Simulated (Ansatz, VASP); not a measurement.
## Si2W in VASP and in Ansatz

```xyz
3
Lattice="-1.6069 1.6069 3.9150 1.6069 -1.6069 3.9150 1.6069 1.6069 -3.9150" Properties=species:S:1:pos:R:3 pbc="T T T"
Si    0.0089   -0.0156    2.6397
Si    0.0088   -0.0156    5.2368
W     0.0088   -0.0155    0.0233
```

Alike in both runs: functional PBE; k mesh 8 × 8 × 8; occupations fermi-dirac, width 0.15 eV; no spin polarisation.

Ansatz relaxed the structure, and its values are those at the end. VASP's run is a single point on that final structure, the one shown.

```csv
,VASP,Ansatz
version,VASP 6.6.1,Ansatz 0.2.0
potentials or method,"VASP PAW PBE potentials, release 64 (Si, W_sv)","plane waves, PAW"
plane-wave cutoff (eV),500,420
valence electrons in the cell,22,22
```

```tsv
	VASP	Ansatz	Ansatz less VASP
rms of the force components (eV/Å)	0.009	0.011	+0.0015
```

Neither program's run includes spin-orbit coupling.
